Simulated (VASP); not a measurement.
# GaAs in VASP: single point with PBE+D3(BJ)

Aim: the single point of GaAs with PBE+D3(BJ).

Program: VASP 6.6.1. These are calculated values, not measurements. Logs are shortened: lines on timing, memory, paths and dates and some standing lists are left out, and cuts for length are marked.

### Step 1. The cell of the first run

The cell holds a slab with vacuum, 4 atoms: a = 4.013 Å, b = 4.013 Å, c = 18.096 Å, α = 90.00°, β = 90.00°, γ = 120.00°.

### Step 2. Single point, PBE+D3(BJ)

INCAR reads:

```
SYSTEM = GaAs
PREC     = Accurate       ! precision mode
ENCUT    = 520            ! plane-wave cutoff, eV
EDIFF    = 1E-6           ! SCF threshold, eV
ISMEAR   = 0              ! smearing method
SIGMA    = 0.05           ! smearing width, eV
LREAL    = .FALSE.        ! projectors in reciprocal space
LASPH    = .TRUE.         ! aspherical terms in the spheres
NELM     = 60             ! most SCF steps
ALGO     = Normal         ! electronic algorithm
ISIF     = 2              ! what is computed and relaxed
LWAVE    = .FALSE.        ! write WAVECAR
LCHARG   = .FALSE.        ! write CHGCAR
LDIPOL   = .TRUE.       
IDIPOL   = 3            
DIPOL    = 0.5 0.5 0.503
GGA      = PE             ! functional
IVDW     = 12             ! dispersion correction
NBANDS   = 26             ! bands
```

KPOINTS reads:

```
regular mesh
0
G
  9 9 1
  0 0 0
```

POSCAR reads:

```
GaAs
1.0
    4.0133560112      0.0000000000      0.0000000000
   -2.0066780056      3.4756682602      0.0000000000
    0.0000000000      0.0000000000     18.0961143265
As Ga
2 2
Direct
    0.0000000000      0.0000000000      0.3868233740
    0.3333333333      0.6666666667      0.5789860650
    0.3333333333      0.6666666667      0.4320940244
    0.6666666667      0.3333333333      0.6156410087
```

Potentials or basis: VASP PAW PBE potentials, release 64 (As, Ga_d).

Started as:

```sh
> cat potpaw_PBE.64/As/POTCAR potpaw_PBE.64/Ga_d/POTCAR > POTCAR
> mpirun -np 1 vasp_std > vasp.out
```

OUTCAR:

```text
SYSTEM = GaAs
   PREC = Accurate
   ENCUT = 520
   EDIFF = 1E-6
   ISMEAR = 0
   LREAL = .FALSE.
   LASPH = .TRUE.
   NELM = 60
   ISIF = 2
   GGA = PE
   IVDW = 12
 IVDW          = 12

 ion  position               nearest neighbor table
   1  0.000  0.000  0.387-   3 2.46   3 2.46   3 2.46
   2  0.333  0.667  0.579-   4 2.41   4 2.41   4 2.41   3 2.66
   3  0.333  0.667  0.432-   1 2.46   1 2.46   1 2.46   2 2.66
   4  0.667  0.333  0.616-   2 2.41   2 2.41   2 2.41

  LATTYP: Found a hexagonal cell.
 ALAT       =     4.0133560112
 C/A-ratio  =     4.5089731078

  Lattice vectors:

 A1 = (   4.0133560112,   0.0000000000,   0.0000000000)
 A2 = (  -2.0066780056,   3.4756682602,   0.0000000000)
 A3 = (   0.0000000000,   0.0000000000,  18.0961143265)

Analysis of symmetry for initial positions (statically):
=====================================================================
 Subroutine PRICEL returns:
 Original cell was already a primitive cell.

 Routine SETGRP: Setting up the symmetry group for a
 hexagonal supercell.

 Subroutine GETGRP returns: Found  6 space group operations
 (whereof  6 operations were pure point group operations)
 out of a pool of 24 trial point group operations.

The static configuration has the point symmetry C_3v.

Analysis of symmetry for dynamics (positions and initial velocities):
=====================================================================
 Subroutine PRICEL returns:
 Original cell was already a primitive cell.

 Routine SETGRP: Setting up the symmetry group for a
 hexagonal supercell.

 Subroutine GETGRP returns: Found  6 space group operations
 (whereof  6 operations were pure point group operations)
 out of a pool of 24 trial point group operations.

The dynamic configuration has the point symmetry C_3v.

 Subroutine INISYM returns: Found  6 space group operations
 (whereof  6 operations are pure point group operations),
 and found     1 'primitive' translations

----------------------------------------------------------------------------------------

                                     Primitive cell

  volume of cell :     252.4244

  direct lattice vectors                    reciprocal lattice vectors
     4.013356011  0.000000000  0.000000000     0.249168027  0.143857228  0.000000000
    -2.006678006  3.475668260  0.000000000     0.000000000  0.287714455  0.000000000
     0.000000000  0.000000000 18.096114327     0.000000000  0.000000000  0.055260482

  length of vectors
     4.013356011  4.013356011 18.096114327     0.287714455  0.287714455  0.055260482

  position of ions in fractional coordinates (direct lattice)
     0.000000000  0.000000000  0.386823374
     0.333333333  0.666666667  0.578986065
     0.333333333  0.666666667  0.432094024
     0.666666667  0.333333333  0.615641009

  ion indices of the primitive-cell ions
   primitive index   ion index
                 1           1
                 2           2
                 3           3
                 4           4

----------------------------------------------------------------------------------------

 KPOINTS: regular mesh

Automatic generation of k-mesh.
 Grid dimensions read from file:
 generate k-points for:    9    9    1

 Generating k-lattice:

  Cartesian coordinates                     Fractional coordinates (reciprocal lattice)
     0.027685336  0.015984136  0.000000000     0.111111111  0.000000000  0.000000000
     0.000000000  0.031968273  0.000000000     0.000000000  0.111111111  0.000000000
     0.000000000  0.000000000  0.055260482     0.000000000  0.000000000  1.000000000

  Length of vectors
     0.031968273  0.031968273  0.055260482

  Shift w.r.t. Gamma in fractional coordinates (k-lattice)
     0.000000000  0.000000000  0.000000000

 Subroutine IBZKPT returns following result:
 ===========================================

 Found     12 irreducible k-points:

 Following reciprocal coordinates:
            Coordinates               Weight
  0.000000  0.000000  0.000000      1.000000
  0.111111  0.000000  0.000000      6.000000
  0.222222  0.000000  0.000000      6.000000
  0.333333  0.000000  0.000000      6.000000
  0.444444  0.000000  0.000000      6.000000
  0.111111  0.111111  0.000000      6.000000
  0.222222  0.111111  0.000000     12.000000
  0.333333  0.111111  0.000000     12.000000
  0.444444  0.111111  0.000000      6.000000
  0.222222  0.222222  0.000000      6.000000
  0.333333  0.222222  0.000000     12.000000
  0.333333  0.333333  0.000000      2.000000
   k-points           NKPTS =     12   k-points in BZ     NKDIM =     12   number of bands    NBANDS=     26
   number of dos      NEDOS =    301   number of ions     NIONS =      4
   total plane-waves  NPLWV = 126000
   dimension x,y,z NGX =    30 NGY =   30 NGZ =  140
   dimension x,y,z NGXF=    60 NGYF=   60 NGZF=  280
   ions per type =               2   2
   NGX,Y,Z   is equivalent  to a cutoff of  12.43, 12.43, 12.86 a.u.
   NGXF,Y,Z  is equivalent  to a cutoff of  24.85, 24.85, 25.72 a.u.
 SYSTEM =  GaAs
   PREC   = accura    normal or accurate (medium, high low for compatibility)
   ISTART =      0    job   : 0-new  1-cont  2-samecut
   ICHARG =      2    charge: 1-file 2-atom 10-const
   ISPIN  =      1    spin polarized calculation?
   LNONCOLLINEAR =      F non collinear calculations
   LSORBIT =      F    spin-orbit coupling
   LASPH  =      T    aspherical Exc in radial PAW
   ENCUT  =  520.0 eV  38.22 Ry    6.18 a.u.   7.46  7.46 33.65*2*pi/ulx,y,z
   NELM   =     60;   NELMIN=  2; NELMDL= -5     # of ELM steps
   EDIFF  = 0.1E-05   stopping-criterion for ELM
   LREAL  =      F    real-space projection
   EDIFFG = 0.1E-04   stopping-criterion for IOM
   NSW    =      0    number of steps for IOM
   IBRION =     -1    ionic relax: 0-MD 1-quasi-New 2-CG
   NFREE  =      0    steps in history (QN), initial steepest desc. (CG)
   ISIF   =      2    stress and relaxation
   ISYM   =      2    0-nonsym 1-usesym 2-fastsym
   POTIM  = 0.5000    time-step for ionic-motion
   TEBEG  =    0.0;   TEEND  =   0.0 temperature during run
   PSTRESS=    0.0 pullay stress
   NELECT =      36.0000    total number of electrons
   NUPDOWN=      -1.0000    fix difference up-down
   EMIN   =  10.00;   EMAX   =-10.00  energy-range for DOS
   EFERMI =   0.00;   METHOD = LEGACY
   ISMEAR =     0;   SIGMA  =   0.05  broadening in eV -4-tet -1-fermi 0-gaus
   EFERMI_NEDOS =   21; number of points for ismear=-14 and -15
   IALGO  =     38    algorithm
   IMIX   =      4    mixing-type and parameters
     AMIX     =   0.40;   BMIX     =  1.00
     AMIX_MAG =   1.60;   BMIX_MAG =  1.00
  volume/ion in A,a.u.               =      63.11       425.86
  Fermi-wavevector in a.u.,A,eV,Ry     =   0.855326  1.616333  9.953795  0.731583
  Thomas-Fermi vector in A             =   1.972059
   LORBIT       =      0    0 simple, 1 ext, 2 COOP (PROOUT), +10 PAW based schemes
   GGA     = PE    functional components
   LHFCALC =     F    Hartree Fock is set to
   AEXX    =    0.0000 exact exchange contribution
   IVDW    =    12    specifies the selected vdW correction
   LEPSILON=     F    determine dielectric tensor
   LRPA    =     F    only Hartree local field effects (RPA)
 non-spin polarized calculation
 Gauss-broadening in eV      SIGMA  =   0.05
  energy-cutoff  :      520.00
  volume of cell :      252.42
 maximum number of plane-waves:      6843
 NGX is ok and might be reduce to    30
   NGX = 15   NGY = 15   NGZ = 67

 number of electron      35.9999975 magnetization

 dipolmoment           0.000000      0.000000     -0.159329 electrons x Angstroem

 Free energy of the ion-electron system (eV)
  ---------------------------------------------------
  ext. energy  EPLUGINS =         0.00000000
  ---------------------------------------------------
  free energy    TOTEN  =       -15.12914105 eV

  energy without entropy =      -15.12800108  energy(sigma->0) =      -15.12857107

 E-fermi :  -1.2018     XC(G=0):  -4.2417

 val. band max:       -1.2282153772   @ k =   0.0000   0.0000   0.0000
 cond. band min:      -1.1668408374   @ k =   0.3333   0.3333   0.0000
 fundamental gap:      0.0613745398
 Fermi energy:        -1.2017669307

 k-point     1 :       0.0000    0.0000    0.0000
  band No.  band energies     occupation
      1     -17.1418      2.00000
      2     -17.0550      2.00000
      3     -17.0550      2.00000
      4     -16.9906      2.00000
      5     -16.9906      2.00000
      6     -15.8229      2.00000
[... 18 lines left out ...]
     25       3.5616      0.00000
     26       3.5647      0.00000

 k-point     2 :       0.1111    0.0000    0.0000
  band No.  band energies     occupation
      1     -17.1393      2.00000
      2     -17.0589      2.00000
      3     -17.0541      2.00000
      4     -16.9923      2.00000
      5     -16.9875      2.00000
      6     -15.8195      2.00000
[... 18 lines left out ...]
     25       3.2895      0.00000
     26       3.6466      0.00000

 k-point     3 :       0.2222    0.0000    0.0000
  band No.  band energies     occupation
      1     -17.1354      2.00000
      2     -17.0665      2.00000
      3     -17.0525      2.00000
      4     -16.9963      2.00000
      5     -16.9789      2.00000
      6     -15.8119      2.00000
[... 224 lines left out ...]
 k-point    11 :       0.3333    0.2222    0.0000
  band No.  band energies     occupation
      1     -17.1342      2.00000
      2     -17.0706      2.00000
      3     -17.0541      2.00000
      4     -17.0009      2.00000
      5     -16.9645      2.00000
      6     -15.7968      2.00000
[... 18 lines left out ...]
     25       4.4471      0.00000
     26       5.0062      0.00000

 k-point    12 :       0.3333    0.3333    0.0000
  band No.  band energies     occupation
      1     -17.1329      2.00000
      2     -17.0704      2.00000
      3     -17.0551      2.00000
      4     -17.0002      2.00000
      5     -16.9653      2.00000
      6     -15.7936      2.00000
[... 18 lines left out ...]
     25       5.1131      0.00000
     26       5.3335      0.00000

------------------------ aborting loop because EDIFF is reached ----------------------------------------

 vacuum level on the upper side and lower side of the slab       (xc-potential included)        -1.012         0.914

 Edisp (eV)   -0.84098

 E8    (eV) :    -0.3919

  FORCE on cell =-STRESS in cart. coord.  units (eV):
  Direction    XX          YY          ZZ          XY          YZ          ZX
  --------------------------------------------------------------------------------------
  -------------------------------------------------------------------------------------
  Total       0.07786     0.07786    -0.35041     0.00000    -0.00000     0.00000
  in kB       0.49419     0.49419    -2.22410     0.00000    -0.00000     0.00000
  external pressure =       -0.41 kB  Pullay stress =        0.00 kB

 VOLUME and BASIS-vectors are now :
 -----------------------------------------------------------------------------
  energy-cutoff  :      520.00
  volume of cell :      252.42
      direct lattice vectors                 reciprocal lattice vectors
     4.013356011  0.000000000  0.000000000     0.249168027  0.143857228  0.000000000
    -2.006678006  3.475668260  0.000000000     0.000000000  0.287714455  0.000000000
     0.000000000  0.000000000 18.096114327     0.000000000  0.000000000  0.055260482

 POSITION                                       TOTAL-FORCE (eV/Angst)
 -----------------------------------------------------------------------------------
      0.00000      0.00000      7.00000        -0.000000      0.000000      0.462883
     -0.00000      2.31711     10.47740        -0.000000      0.000000     -0.001167
     -0.00000      2.31711      7.81922         0.000000     -0.000000     -0.473442
      2.00668      1.15856     11.14071        -0.000000     -0.000000      0.011726
 -----------------------------------------------------------------------------------
    total drift:                               -0.000003      0.000001      0.000895

  FREE ENERGIE OF THE ION-ELECTRON SYSTEM (eV)
  ---------------------------------------------------
  free  energy   TOTEN  =       -15.9701258068 eV

  energy  without entropy=      -15.9689858355  energy(sigma->0) =      -15.96955582

 vacuum level on the upper side and lower side of the slab         2.003         4.069
```

Run time: 3.6 min. Hardware: 1 thread of AMD EPYC 7R13, shared host; peak memory 0.34 GiB.

What came out:

```yaml
Free_energy: -15.9701 eV
Largest_force: 0.473 eV/Å
Band_gap_on_the_k_mesh: 0.06 eV
Dispersion_energy_per_atom: -0.210 eV
```

Forces on the atoms (eV/Å):
```
As   0.000  0.000  0.463
As   0.000  0.000 -0.001
Ga   0.000  0.000 -0.473
Ga   0.000  0.000  0.012
```

Levels at points of the mesh, in eV from the valence-band top:
```csv
k point,band 15,band 16,band 17,band 18,band 19,band 20,band 21,band 22
"(0.00, 0.00, 0.00)",-1.70,-1.70,0.00,0.00,0.07,1.03,1.91,3.48
```
